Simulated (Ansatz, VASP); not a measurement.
CoSi2: VASP beside Ansatz

The input INCAR:

```
ALGO = Normal
EDIFF = 1E-6
ENCUT = 520
GGA = PS
ISIF = 2
ISMEAR = 0
LASPH = T
LCHARG = F
LREAL = F
LWAVE = F
NBANDS = 16
NELM = 80
PREC = Accurate
SIGMA = 0.15
```

The input KPOINTS:

```
k-points
0
Gamma
  14 14 14
```

File POSCAR:

```
CoSi2
1.0
    0.0000000000      2.7585956939      2.7585956939
    2.7585956939      0.0000000000      2.7585956939
    2.7585956939      2.7585956939      0.0000000000
Co Si
1 2
Direct
    0.0000000000      0.0000000000      0.0000000000
    0.2500000000      0.2500000000      0.2500000000
    0.7500000000      0.7500000000      0.7500000000
```

Input for Ansatz:

```yaml
crystal:
  lattice:
    - [0.0, 2.7585956939, 2.7585956939]
    - [2.7585956939, 0.0, 2.7585956939]
    - [2.7585956939, 2.7585956939, 0.0]
  atoms:
    - { symbol: Co, position: [0.0, 0.0, 0.0] }
    - { symbol: Si, position: [0.25, 0.25, 0.25] }
    - { symbol: Si, position: [0.75, 0.75, 0.75] }
basis:
  ecutwfc: 520.0
kpoints:
  mp_grid: { grid: [14, 14, 14] }
hamiltonian:
  xc: pbesol
  pseudopotentials: { kind: paw, azcp: { folder: soft_1 } }
scf:
  occupations: { method: gaussian, width: 0.15 }
  lower_state_search: "off"
output:
  forces: true
  stress: true
  eigenvalues: true
```

Alike in both runs: task single point; functional PBEsol; k mesh 14 × 14 × 14; occupations gaussian, width 0.15 eV; no spin polarisation.

|  | VASP | Ansatz |
| --- | --- | --- |
| version | VASP 6.6.1 | Ansatz 0.2.0 |
| potentials or method | VASP PAW PBE potentials, release 64 (Co, Si), cutoff 520 eV | scalar-relativistic, plane waves, PAW |
| valence electrons in the cell | 17 | 25 |

|  | VASP | Ansatz | Ansatz less VASP |
| --- | --- | --- | --- |
| gap on the k mesh at the Fermi level (eV) | none | none | - |
| pressure (GPa) | -16.9 | -16.9 | 0.00 |

VASP's potentials were made for PBE, not for PBEsol, and Ansatz warns of the same on its side. A gap of «none» marks a metal or a gap that the smearing closes. VASP's potentials hold 17 valence electrons a cell and Ansatz's 25, so a difference there can come from the potentials and not from the codes.
